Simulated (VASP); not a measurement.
Write the native input for VASP 6.6.1 that does the following.

```yaml
Task: relaxation of shape and atoms at fixed volume
Functional: PBEsol
Potentials_or_basis: VASP PAW PBE potentials, release 64 (Ba_sv, H)
Cutoff: 600 eV
k_mesh: 9 × 9 × 6
Occupations: gaussian, width 0.02 eV
Spin: no spin polarisation
Dipole_correction: no
Further_INCAR_settings: ALGO = Normal; EDIFF = 1e-06; IBRION = 2; EDIFFG = -0.01; NSW = 50; ISIF = 4
```

The structure of BaH2 lies in POSCAR:

```
BaH2
1.0
    4.4559272732      0.0000000000      0.0000000000
   -2.2279636366      3.8589462160      0.0000000000
    0.0000000000      0.0000000000      5.9480787700
Ba H
2 4
Direct
    0.6666666667      0.3333333333      0.7500000000
    0.3333333333      0.6666666667      0.2500000000
    0.3333333333      0.6666666667      0.7500000000
    0.6666666667      0.3333333333      0.2500000000
    0.0000000000      0.0000000000      0.5000000000
    0.0000000000      0.0000000000      0.0000000000
```

One way to write it, as run:

INCAR

```
SYSTEM = BaH2
  PREC = Accurate
  ENCUT = 600
  EDIFF = 1E-6
  ISMEAR = 0
  SIGMA = 0.02
  LREAL = .False.
  LASPH = .True.
  NELM = 60
  ALGO = Normal
  ISIF = 4
  LWAVE = .False.
  LCHARG = .False.
  GGA = PS
  IBRION = 2
  NSW = 50
  EDIFFG = -0.01
```

KPOINTS

```
regular mesh
0
Gamma
  9 9 6
  0 0 0
```

Potentials or basis: VASP PAW PBE potentials, release 64 (Ba_sv, H).

Command:

```sh
$ cat potpaw_PBE.64/Ba_sv/POTCAR potpaw_PBE.64/H/POTCAR > POTCAR
$ mpirun -np 1 vasp_std > vasp.out
```

Results of the run:

```
Energy gained by relaxing : 0.1 meV/atom
Ionic steps               : 4
Pressure after relaxing   : -1.1 GPa
Band gap on the k mesh    : 1.45 eV (least direct gap 2.52 eV)
```

Caveat: the PAW data sets were made with another functional, which shifts forces and pressure a little; spin-orbit coupling is left out, which moves the levels of the heavy elements.

Run time: 2.9 min on 1 thread of AMD EPYC 7R13, on a shared host, peak memory 0.3 GiB.
